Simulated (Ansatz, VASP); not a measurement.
## AlP in VASP and in Ansatz

INCAR

```
PREC     = Accurate       # precision mode
ENCUT    = 500            # plane-wave cutoff, eV
EDIFF    = 1E-6           # SCF threshold, eV
ISMEAR   = -1             # smearing method
SIGMA    = 0.02           # smearing width, eV
LREAL    = F              # projectors in reciprocal space
LASPH    = T              # aspherical terms in the spheres
NELM     = 120            # most SCF steps
ALGO     = Normal         # electronic algorithm
ISIF     = 2              # what is computed and relaxed
LWAVE    = F              # write WAVECAR
LCHARG   = F              # write CHGCAR
GGA      = PE             # functional
NBANDS   = 11             # bands
GGA_COMPAT= F
```

Contents of KPOINTS:

```
Automatic mesh
0
Gamma
  8 8 8
```

Contents of POSCAR:

```
AlP
1.0
    0.0000000000      2.7392607961      2.7392607961
    2.7392607961      0.0000000000      2.7392607961
    2.7392607961      2.7392607961      0.0000000000
Al P
1 1
Direct
    0.0000000000      0.0000000000      0.0000000000
    0.2500000000      0.2500000000      0.2500000000
```

Input for Ansatz:

```yaml
crystal:
  lattice:
    - [0.0, 2.7392607961, 2.7392607961]
    - [2.7392607961, 0.0, 2.7392607961]
    - [2.7392607961, 2.7392607961, 0.0]
  atoms:
    - { symbol: Al, position: [0.0, 0.0, 0.0] }
    - { symbol: P, position: [0.25, 0.25, 0.25] }
kpoints:
  mp_grid: { grid: [8, 8, 8] }
  band_path:
    path:
      - [[0.0, 0.0, 0.0], [-0.5, -0.5, -1.134677262032e-33], [-0.375, -0.375, 0.25]]
      - [[-0.375, -2.855147159507e-17, 0.375], [0.0, 0.0, 0.0], [4.525349910427e-18, 4.525349910427e-18, 0.5], [-0.5, -0.25, 0.25], [-0.5, -0.5, -1.134677262032e-33]]
    npoints: 10
hamiltonian:
  xc: pbe
scf:
  occupations: { method: fermi_dirac, width: 0.02 }
  n_extra_bands: 4
output:
  forces: true
  stress: true
  eigenvalues: true
```

Alike in both runs: task single point; functional PBE; k mesh 8 × 8 × 8; occupations fermi-dirac, width 0.02 eV; no spin polarisation.

|  | VASP | Ansatz |
| --- | --- | --- |
| version | VASP 6.6.1 | Ansatz 0.2.0 |
| potentials or method | VASP PAW PBE potentials, release 64 (Al, P) | plane waves, PAW |
| plane-wave cutoff (eV) | 500 | 420 |
| valence electrons in the cell | 8 | 8 |

Ansatz gave:

| Property | Result |
| --- | --- |
| gap on the k mesh at the Fermi level (eV) | 1.60 |
| pressure (GPa) | 1.4 |

Q: Estimate VASP's values.

A: gap on the k mesh at the Fermi level (eV): 1.60; pressure (GPa): 1.3.
